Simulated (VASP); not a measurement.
Set up this calculation in VASP 6.6.1, as the native input.

```
Task                   : single point
Functional             : PBE
Potentials or basis    : VASP PAW PBE potentials, release 64 (Ag, Sn_d, Se)
Cutoff                 : 520 eV
k mesh                 : 6 × 6 × 4
Occupations            : gaussian, width 0.1 eV
Spin                   : no spin polarisation
Dipole correction      : no
Further INCAR settings : ALGO = Normal; EDIFF = 1e-07; NBANDS = 34
```

The structure of Ag3SnSe lies in POSCAR:

```
Ag3SnSe
1.0
    5.6320748199      0.0000000000      0.0000000000
   -2.8160374099      4.8775198700      0.0000000000
    0.0000000000      0.0000000000      5.8196553978
Ag Sn Se
3 1 1
Direct
    0.5000000000      0.0000000000      0.5000000000
    0.0000000000      0.5000000000      0.5000000000
    0.5000000000      0.5000000000      0.5000000000
    0.0000000000      0.0000000000      0.0000000000
    0.0000000000      0.0000000000      0.5000000000
```

One way to write it, as run:

INCAR

```
SYSTEM = Ag3SnSe
PREC = Accurate ; ENCUT = 520
EDIFF = 1E-7 ; ISMEAR = 0
SIGMA = 0.1 ; LREAL = .False.
LASPH = .True. ; NELM = 60
ALGO = Normal ; ISIF = 2
LWAVE = .False. ; LCHARG = .False.
GGA = PE ; NBANDS = 34
```

KPOINTS

```
Automatic mesh
0
Gamma
  6 6 4
  0 0 0
```

Potentials or basis: VASP PAW PBE potentials, release 64 (Ag, Sn_d, Se).

The run is started by

```console
$ cat potpaw_PBE.64/Ag/POTCAR potpaw_PBE.64/Sn_d/POTCAR potpaw_PBE.64/Se/POTCAR > POTCAR
$ mpirun -np 1 vasp_std > vasp.out
```

It gave:

```json
{"Pressure": "-0.2 GPa"}
```

Wall time 73 s on 1 thread of Intel(R) Xeon(R) 6975P-C (Granite Rapids) (shared host), peak memory 0.33 GiB.
